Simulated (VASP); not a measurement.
Input of a VASP 6.6.1 run:

INCAR

```
ALGO     = Normal         # electronic algorithm
EDIFF    = 1E-6           # SCF threshold, eV
ENCUT    = 520            # plane-wave cutoff, eV
GGA      = PE             # functional
ISIF     = 2              # what is computed and relaxed
ISMEAR   = 0              # smearing method
LASPH    = T              # aspherical terms in the spheres
LCHARG   = F              # write CHGCAR
LREAL    = F              # projectors in reciprocal space
LWAVE    = F              # write WAVECAR
NBANDS   = 36             # bands
NELM     = 80             # most SCF steps
PREC     = Accurate       # precision mode
SIGMA    = 0.1            # smearing width, eV
```

File KPOINTS:

```
k-points
0
Gamma
  4 2 4
```

Contents of POSCAR:

```
Be3Te2Se
1.0
   -0.0000362777     -3.9148395667      0.0002599013
    7.8300160873      0.0000738097     -0.0003360011
   -1.9575622460      1.9576517882      8.1893653565
Be Te Se
6 4 2
Direct
    0.7499961379      0.1249994100      0.4999950610
    0.7499905377      0.6249978345      0.5000089021
    0.0745938528      0.2873144385      0.1492260552
    0.0746629163      0.7873022266      0.1492289011
    0.4253855458      0.4626952862      0.8507559088
    0.4254066458      0.9627106957      0.8507740813
    0.6624965153      0.3312512781      0.3250439024
    0.6625506247      0.8312482833      0.3250449100
    0.3374580868      0.1687373166      0.6749549401
    0.3374618815      0.6687477166      0.6749708299
    0.0000015893     -0.0000027564      0.0000028427
   -0.0000043340      0.4999982706     -0.0000063346
```

Potentials or basis: VASP PAW PBE potentials, release 64 (Be, Te, Se).

Run with:

```sh
$ cat potpaw_PBE.64/Be/POTCAR potpaw_PBE.64/Te/POTCAR potpaw_PBE.64/Se/POTCAR > POTCAR
$ mpirun -np 1 vasp_std > vasp.out
```

Q: Estimate the largest force.

A: 0.010 eV/Å.

Q: Estimate the pressure.

A: 0.2 GPa.

Forces on the atoms (eV/Å):
```
Be   0.000  0.000  0.000
Be   0.000  0.000  0.000
Be   0.000  0.000 -0.010
Be   0.000  0.001 -0.010
Be   0.000  0.000  0.010
Be   0.000  0.000  0.010
Te   0.001  0.000  0.002
Te   0.000  0.000  0.002
Te   0.000  0.000 -0.002
Te   0.000  0.000 -0.002
Se   0.000  0.000  0.000
Se   0.000  0.000  0.000
```
